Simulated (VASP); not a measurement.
# Si7Ge (Cmm2) in VASP: further runs

The runs below take Si7Ge through single point, with PBEsol.

All numbers are computed with VASP 6.6.1; they aren't measurements. Logs are shortened: lines on timing, memory, paths and dates and some standing lists are left out, and cuts for length are marked.

**1. The cell of the first run**

Symmetry: Cmm2, No. 35, orthorhombic system. The conventional cell has a = 7.720 Å, b = 7.720 Å, c = 5.459 Å, α = 90.00°, β = 90.00°, γ = 90.00°. Si (site symmetry m) has 3 Si at 2.36 Å and 1 Ge at 2.55 Å within 3.1 Å. Si (site symmetry 2) has 4 Si at 2.36 Å within 3.1 Å. Si (site symmetry mm2) has 4 Si at 2.36 Å within 3.1 Å. Within 3.0 Å of Si (site symmetry m) lie 1 Ge at 2.25 Å and 3 Si at 2.36 Å. Ge (site symmetry mm2) has 4 Si at 2.25 to 2.55 Å within 3.0 Å.

**2. Single point, PBEsol (all Si atoms moved +0.263 Å, as atom 1 along Cartesian [0 0 1])**

The input, INCAR:

```
  PREC = Accurate
  ENCUT = 520
  EDIFF = 1E-7
  ISMEAR = 0
  SIGMA = 0.03
  LREAL = False
  LASPH = True
  NELM = 100
  ALGO = Normal
  ISIF = 2
  LWAVE = False
  LCHARG = False
  GGA = PS
  NBANDS = 31
```

The input, KPOINTS:

```
Automatic mesh
0
Gamma
  6 6 6
```

The input, POSCAR:

```
Si7Ge
1.0
    5.4591768144      0.0000000000      0.0000000000
    0.0000000000      5.4591768144      0.0000000000
    0.0000000000      0.0000000000      5.4591768144
Si Ge
7 1
Direct
    0.2525976817      0.2525976817      0.3006818543
    0.0000000000      0.5000000000      0.5480841726
    0.5000000000      0.5000000000      0.0480841726
    0.5000000000      0.0000000000      0.5480841726
    0.7474023183      0.2525976817      0.7954864909
    0.7474023183      0.7474023183      0.3006818543
    0.2525976817      0.7474023183      0.7954864909
    0.0000000000      0.0000000000      0.0000000000
```

Potentials or basis: VASP PAW PBE potentials, release 64 (Si, Ge_d).

Started as:

```sh
$ cat potpaw_PBE.64/Si/POTCAR potpaw_PBE.64/Ge_d/POTCAR > POTCAR
$ mpirun -np 1 vasp_std > vasp.out
```

OUTCAR:

```text
PREC = Accurate
   ENCUT = 520
   EDIFF = 1E-7
   ISMEAR = 0
   LREAL = False
   LASPH = True
   NELM = 100
   ISIF = 2
   GGA = PS

 ion  position               nearest neighbor table
   1  0.253  0.253  0.301-   2 2.36   3 2.36   4 2.36   8 2.55
   2  0.000  0.500  0.548-   1 2.36   5 2.36   6 2.36   7 2.36
   3  0.500  0.500  0.048-   1 2.36   5 2.36   6 2.36   7 2.36
   4  0.500  0.000  0.548-   1 2.36   5 2.36   6 2.36   7 2.36
   5  0.747  0.253  0.795-   8 2.25   3 2.36   4 2.36   2 2.36
   6  0.747  0.747  0.301-   2 2.36   3 2.36   4 2.36   8 2.55
   7  0.253  0.747  0.795-   8 2.25   3 2.36   4 2.36   2 2.36
   8  0.000  0.000  0.000-   5 2.25   7 2.25   6 2.55   1 2.55

  LATTYP: Found a simple cubic cell.
 ALAT       =     5.4591768144

  Lattice vectors:

 A1 = (   5.4591768144,   0.0000000000,   0.0000000000)
 A2 = (   0.0000000000,   5.4591768144,   0.0000000000)
 A3 = (   0.0000000000,   0.0000000000,   5.4591768144)

Analysis of symmetry for initial positions (statically):
=====================================================================
 Subroutine PRICEL returns:
 Original cell was already a primitive cell.

 Routine SETGRP: Setting up the symmetry group for a
 simple cubic supercell.

 Subroutine GETGRP returns: Found  4 space group operations
 (whereof  4 operations were pure point group operations)
 out of a pool of 48 trial point group operations.

The static configuration has the point symmetry C_2v.

Analysis of symmetry for dynamics (positions and initial velocities):
=====================================================================
 Subroutine PRICEL returns:
 Original cell was already a primitive cell.

 Routine SETGRP: Setting up the symmetry group for a
 simple cubic supercell.

 Subroutine GETGRP returns: Found  4 space group operations
 (whereof  4 operations were pure point group operations)
 out of a pool of 48 trial point group operations.

The dynamic configuration has the point symmetry C_2v.

 Subroutine INISYM returns: Found  4 space group operations
 (whereof  4 operations are pure point group operations),
 and found     1 'primitive' translations

----------------------------------------------------------------------------------------

                                     Primitive cell

  volume of cell :     162.6977

  direct lattice vectors                    reciprocal lattice vectors
     5.459176814  0.000000000  0.000000000     0.183177800  0.000000000  0.000000000
     0.000000000  5.459176814  0.000000000     0.000000000  0.183177800  0.000000000
     0.000000000  0.000000000  5.459176814     0.000000000  0.000000000  0.183177800

  length of vectors
     5.459176814  5.459176814  5.459176814     0.183177800  0.183177800  0.183177800

  position of ions in fractional coordinates (direct lattice)
     0.252597682  0.252597682  0.300681854
     0.000000000  0.500000000  0.548084173
     0.500000000  0.500000000  0.048084173
     0.500000000  0.000000000  0.548084173
     0.747402318  0.252597682  0.795486491
     0.747402318  0.747402318  0.300681854
     0.252597682  0.747402318  0.795486491
     0.000000000  0.000000000  0.000000000

  ion indices of the primitive-cell ions
   primitive index   ion index
                 1           1
                 2           2
                 3           3
                 4           4
                 5           5
                 6           6
                 7           7
                 8           8

----------------------------------------------------------------------------------------

 KPOINTS: Automatic mesh

Automatic generation of k-mesh.
 Grid dimensions read from file:
 generate k-points for:    6    6    6

 Generating k-lattice:

  Cartesian coordinates                     Fractional coordinates (reciprocal lattice)
     0.030529633  0.000000000  0.000000000     0.166666667  0.000000000  0.000000000
     0.000000000  0.030529633  0.000000000     0.000000000  0.166666667  0.000000000
     0.000000000  0.000000000  0.030529633     0.000000000  0.000000000  0.166666667

  Length of vectors
     0.030529633  0.030529633  0.030529633

  Shift w.r.t. Gamma in fractional coordinates (k-lattice)
     0.000000000  0.000000000  0.000000000

 Subroutine IBZKPT returns following result:
 ===========================================

 Found     52 irreducible k-points:

 Following reciprocal coordinates:
            Coordinates               Weight
  0.000000  0.000000  0.000000      1.000000
  0.166667  0.000000  0.000000      4.000000
  0.000000  0.000000  0.166667      2.000000
  0.333333  0.000000  0.000000      4.000000
  0.000000  0.000000  0.333333      2.000000
  0.500000  0.000000  0.000000      2.000000
[... 16 lines left out ...]
  0.333333  0.000000  0.500000      4.000000
  0.500000  0.500000  0.000000      1.000000
 [... further k-points ...]
   k-points           NKPTS =     52   k-points in BZ     NKDIM =     52   number of bands    NBANDS=     31
   number of dos      NEDOS =    301   number of ions     NIONS =      8
   total plane-waves  NPLWV =  74088
   dimension x,y,z NGX =    42 NGY =   42 NGZ =   42
   dimension x,y,z NGXF=    84 NGYF=   84 NGZF=   84
   ions per type =               7   1
   NGX,Y,Z   is equivalent  to a cutoff of  12.79, 12.79, 12.79 a.u.
   NGXF,Y,Z  is equivalent  to a cutoff of  25.58, 25.58, 25.58 a.u.
 SYSTEM =  unknown system
   PREC   = accura    normal or accurate (medium, high low for compatibility)
   ISTART =      0    job   : 0-new  1-cont  2-samecut
   ICHARG =      2    charge: 1-file 2-atom 10-const
   ISPIN  =      1    spin polarized calculation?
   LNONCOLLINEAR =      F non collinear calculations
   LSORBIT =      F    spin-orbit coupling
   LASPH  =      T    aspherical Exc in radial PAW
   ENCUT  =  520.0 eV  38.22 Ry    6.18 a.u.  10.15 10.15 10.15*2*pi/ulx,y,z
   NELM   =    100;   NELMIN=  2; NELMDL= -5     # of ELM steps
   EDIFF  = 0.1E-06   stopping-criterion for ELM
   LREAL  =      F    real-space projection
   EDIFFG = 0.1E-05   stopping-criterion for IOM
   NSW    =      0    number of steps for IOM
   IBRION =     -1    ionic relax: 0-MD 1-quasi-New 2-CG
   NFREE  =      0    steps in history (QN), initial steepest desc. (CG)
   ISIF   =      2    stress and relaxation
   ISYM   =      2    0-nonsym 1-usesym 2-fastsym
   POTIM  = 0.5000    time-step for ionic-motion
   TEBEG  =    0.0;   TEEND  =   0.0 temperature during run
   PSTRESS=    0.0 pullay stress
   NELECT =      42.0000    total number of electrons
   NUPDOWN=      -1.0000    fix difference up-down
   EMIN   =  10.00;   EMAX   =-10.00  energy-range for DOS
   EFERMI =   0.00;   METHOD = LEGACY
   ISMEAR =     0;   SIGMA  =   0.03  broadening in eV -4-tet -1-fermi 0-gaus
   EFERMI_NEDOS =   21; number of points for ismear=-14 and -15
   IALGO  =     38    algorithm
   IMIX   =      4    mixing-type and parameters
     AMIX     =   0.40;   BMIX     =  1.00
     AMIX_MAG =   1.60;   BMIX_MAG =  1.00
  volume/ion in A,a.u.               =      20.34       137.24
  Fermi-wavevector in a.u.,A,eV,Ry     =   1.042391  1.969834 14.783813  1.086580
  Thomas-Fermi vector in A             =   2.177054
   LORBIT       =      0    0 simple, 1 ext, 2 COOP (PROOUT), +10 PAW based schemes
   GGA     = PS    functional components
   LHFCALC =     F    Hartree Fock is set to
   AEXX    =    0.0000 exact exchange contribution
   IVDW    =     0    specifies the selected vdW correction
   LEPSILON=     F    determine dielectric tensor
   LRPA    =     F    only Hartree local field effects (RPA)
 non-spin polarized calculation
 Gauss-broadening in eV      SIGMA  =   0.03
  energy-cutoff  :      520.00
  volume of cell :      162.70
 maximum number of plane-waves:      4416
 NGX is ok and might be reduce to    42
   NGX = 21   NGY = 21   NGZ = 21

 number of electron      42.0000021 magnetization

 Free energy of the ion-electron system (eV)
  ---------------------------------------------------
  ext. energy  EPLUGINS =         0.00000000
  ---------------------------------------------------
  free energy    TOTEN  =       -44.70693344 eV

  energy without entropy =      -44.70692197  energy(sigma->0) =      -44.70692770

 E-fermi :   5.8805     XC(G=0):  -9.6395

 val. band max:        5.8262912496   @ k =  -0.1667   0.1667   0.0000
 cond. band min:       5.9294350149   @ k =   0.0000   0.0000   0.0000
 fundamental gap:      0.1031437652
 Fermi energy:         5.8805320854

 k-point     1 :       0.0000    0.0000    0.0000
  band No.  band energies     occupation
      1     -18.5330      2.00000
      2     -18.5320      2.00000
      3     -18.5149      2.00000
      4     -18.4988      2.00000
      5     -18.4963      2.00000
      6      -6.4953      2.00000
[... 23 lines left out ...]
     30       8.4561      0.00000
     31       8.5377      0.00000

 k-point     2 :       0.1667    0.0000    0.0000
  band No.  band energies     occupation
      1     -18.5330      2.00000
      2     -18.5320      2.00000
      3     -18.5149      2.00000
      4     -18.4988      2.00000
      5     -18.4963      2.00000
      6      -6.3762      2.00000
[... 23 lines left out ...]
     30       8.8791      0.00000
     31       9.2396      0.00000

 k-point     3 :       0.0000    0.0000    0.1667
  band No.  band energies     occupation
      1     -18.5330      2.00000
      2     -18.5320      2.00000
      3     -18.5149      2.00000
      4     -18.4988      2.00000
      5     -18.4963      2.00000
      6      -6.3800      2.00000
[... 23 lines left out ...]
     30       8.9644      0.00000
     31       9.2615      0.00000

 k-point     4 :       0.3333    0.0000    0.0000
  band No.  band energies     occupation
      1     -18.5330      2.00000
      2     -18.5321      2.00000
      3     -18.5149      2.00000
      4     -18.4988      2.00000
      5     -18.4962      2.00000
      6      -6.0235      2.00000
[... 23 lines left out ...]
     30      10.0100      0.00000
     31      10.0794      0.00000

 k-point     5 :       0.0000    0.0000    0.3333
  band No.  band energies     occupation
      1     -18.5330      2.00000
      2     -18.5320      2.00000
      3     -18.5149      2.00000
      4     -18.4987      2.00000
      5     -18.4963      2.00000
      6      -6.0459      2.00000
[... 23 lines left out ...]
     30       9.9206      0.00000
     31      10.0809      0.00000
[... 542 lines left out ...]
     30      10.1866      0.00000
     31      10.4931      0.00000

 k-point    22 :       0.0000    0.5000    0.3333
  band No.  band energies     occupation
      1     -18.5331      2.00000
      2     -18.5321      2.00000
      3     -18.5150      2.00000
      4     -18.4987      2.00000
      5     -18.4962      2.00000
      6      -5.1910      2.00000
[... 23 lines left out ...]
     30      10.3168      0.00000
     31      10.3810      0.00000

 k-point    23 :       0.3333    0.0000    0.5000
  band No.  band energies     occupation
      1     -18.5331      2.00000
      2     -18.5321      2.00000
      3     -18.5150      2.00000
      4     -18.4987      2.00000
      5     -18.4962      2.00000
      6      -5.2745      2.00000
[... 23 lines left out ...]
     30      10.2162      0.00000
     31      10.5680      0.00000

 k-point    24 :       0.5000    0.5000    0.0000
  band No.  band energies     occupation
      1     -18.5330      2.00000
      2     -18.5322      2.00000
      3     -18.5150      2.00000
      4     -18.4987      2.00000
      5     -18.4961      2.00000
      6      -4.8745      2.00000
[... 23 lines left out ...]
     30      10.4313      0.00000
     31      10.7020      0.00000

 [... further k-points ...]

------------------------ aborting loop because EDIFF is reached ----------------------------------------

  FORCE on cell =-STRESS in cart. coord.  units (eV):
  Direction    XX          YY          ZZ          XY          YZ          ZX
  --------------------------------------------------------------------------------------
  -------------------------------------------------------------------------------------
  Total        1.0898632      1.0898632     -0.1495224     -2.7151351      0.0000000      0.0000000
  in kB       10.7325043     10.7325043     -1.4724320    -26.7374841      0.0000000      0.0000000
  external PRESSURE =       6.6641922 kB  Pullay stress =       0.0000000 kB

 VOLUME and BASIS-vectors are now :
 -----------------------------------------------------------------------------
  energy-cutoff  :      520.00
  volume of cell :      162.70
      direct lattice vectors                 reciprocal lattice vectors
     5.459176814  0.000000000  0.000000000     0.183177800  0.000000000  0.000000000
     0.000000000  5.459176814  0.000000000     0.000000000  0.183177800  0.000000000
     0.000000000  0.000000000  5.459176814     0.000000000  0.000000000  0.183177800

 POSITION                                       TOTAL-FORCE (eV/Angst)
 -----------------------------------------------------------------------------------
      1.37898      1.37898      1.64148        -0.453905     -0.453905     -0.692063
      0.00000      2.72959      2.99209         0.000000      0.000000     -0.218201
      2.72959      2.72959      0.26250         0.000000      0.000000      0.399374
      2.72959      0.00000      2.99209         0.000000      0.000000     -0.218201
      4.08020      1.37898      4.34270        -0.815105      0.815105     -0.855038
      4.08020      4.08020      1.64148         0.453905      0.453905     -0.692063
      1.37898      4.08020      4.34270         0.815105     -0.815105     -0.855038
      0.00000      0.00000      0.00000         0.000000      0.000000      3.131231
 -----------------------------------------------------------------------------------
    total drift:                               -0.000000     -0.000000     -0.000041

  FREE ENERGIE OF THE ION-ELECTRON SYSTEM (eV)
  ---------------------------------------------------
  free  energy   TOTEN  =       -44.7069334403 eV

  energy  without entropy=      -44.7069219685  energy(sigma->0) =      -44.70692770
```

Wall time 2.4 min (1 thread of AMD EPYC 9R14 (Zen 4), shared host); peak memory 0.34 GiB.

What came out:

```yaml
Free_energy: -44.7069 eV
Pressure: 0.7 GPa
Largest_force: 3.131 eV/Å
Band_gap_on_the_k_mesh: 0.10 eV (least direct gap 0.14 eV)
```

Forces on the atoms (eV/Å):
```
Si  -0.454 -0.454 -0.692
Si   0.000  0.000 -0.218
Si   0.000  0.000  0.399
Si   0.000  0.000 -0.218
Si  -0.815  0.815 -0.855
Si   0.454  0.454 -0.692
Si   0.815 -0.815 -0.855
Ge   0.000  0.000  3.131
```

Caveat: the cell differs from its parent crystal (all Si atoms moved +0.263 Å, as atom 1 along Cartesian [0 0 1]); the PAW data sets were made with another functional, which shifts forces and pressure a little. A k mesh can miss the band edges.

**3. Single point, PBEsol (all Si atoms moved +0.188 Å, as atom 1 along Cartesian [0 0 1])**

The input, INCAR:

```
ALGO     = Normal         # electronic algorithm
EDIFF    = 1E-6           # SCF threshold, eV
ENCUT    = 520            # plane-wave cutoff, eV
GGA      = PS             # functional
ISIF     = 2              # what is computed and relaxed
ISMEAR   = 0              # smearing method
LASPH    = True           # aspherical terms in the spheres
LCHARG   = False          # write CHGCAR
LREAL    = False          # projectors in reciprocal space
LWAVE    = False          # write WAVECAR
NBANDS   = 31             # bands
NELM     = 100            # most SCF steps
PREC     = Accurate       # precision mode
SIGMA    = 0.03           # smearing width, eV
```

The input, KPOINTS:

```
k-points
0
Gamma
  6 6 6
```

The input, POSCAR:

```
Si7Ge
1.0
    5.4591768144      0.0000000000      0.0000000000
    0.0000000000      5.4591768144      0.0000000000
    0.0000000000      0.0000000000      5.4591768144
Si Ge
7 1
Direct
    0.2525976817      0.2525976817      0.2869435192
    0.0000000000      0.5000000000      0.5343458375
    0.5000000000      0.5000000000      0.0343458375
    0.5000000000      0.0000000000      0.5343458375
    0.7474023183      0.2525976817      0.7817481558
    0.7474023183      0.7474023183      0.2869435192
    0.2525976817      0.7474023183      0.7817481558
    0.0000000000      0.0000000000      0.0000000000
```

Potentials or basis: VASP PAW PBE potentials, release 64 (Si, Ge_d).

Started as:

```sh
$ cat potpaw_PBE.64/Si/POTCAR potpaw_PBE.64/Ge_d/POTCAR > POTCAR
$ mpirun -np 1 vasp_std > vasp.out
```

Run time: 2.1 min. Hardware: 1 thread of AMD EPYC 9R14 (Zen 4), shared host; peak memory 0.35 GiB.

Results (log left out):

```
Free energy            : -44.9106 eV
Pressure               : 0.4 GPa
Largest force          : 2.291 eV/Å
Band gap on the k mesh : 0.13 eV
```

Forces on the atoms (eV/Å):
```
Si  -0.359 -0.359 -0.527
Si   0.000  0.000 -0.157
Si   0.000  0.000  0.292
Si   0.000  0.000 -0.157
Si  -0.541  0.541 -0.608
Si   0.359  0.359 -0.527
Si   0.541 -0.541 -0.608
Ge   0.000  0.000  2.291
```

Stress tensor (GPa, compression positive):
```
 0.57 -1.87  0.00
-1.87  0.57  0.00
 0.00  0.00 -0.06
```

Levels at points of the mesh, in eV from the valence-band top:
| k point | band 18 | band 19 | band 20 | band 21 | band 22 | band 23 | band 24 | band 25 |
| --- | --- | --- | --- | --- | --- | --- | --- | --- |
| (0.00, 0.00, 0.00) | -2.90 | -0.36 | -0.18 | 0.00 | 0.13 | 0.40 | 0.46 | 0.58 |
| (0.50, 0.00, 0.00) | -2.13 | -2.13 | -1.96 | -1.94 | 0.78 | 0.95 | 2.81 | 2.83 |
| (0.00, 0.00, 0.50) | -2.31 | -2.23 | -2.03 | -1.74 | 0.76 | 0.95 | 2.79 | 2.97 |
| (0.50, 0.50, 0.00) | -1.74 | -1.64 | -1.50 | -1.16 | 2.00 | 2.07 | 2.11 | 2.53 |
| (0.00, 0.50, 0.50) | -1.63 | -1.60 | -1.40 | -1.30 | 2.08 | 2.09 | 2.15 | 2.32 |
| (0.50, 0.50, 0.50) | -1.41 | -1.41 | -1.17 | -0.88 | 0.82 | 1.24 | 1.25 | 1.30 |

Caveat: the cell differs from its parent crystal (all Si atoms moved +0.188 Å, as atom 1 along Cartesian [0 0 1]); the PAW data sets were made with another functional, which shifts forces and pressure a little.
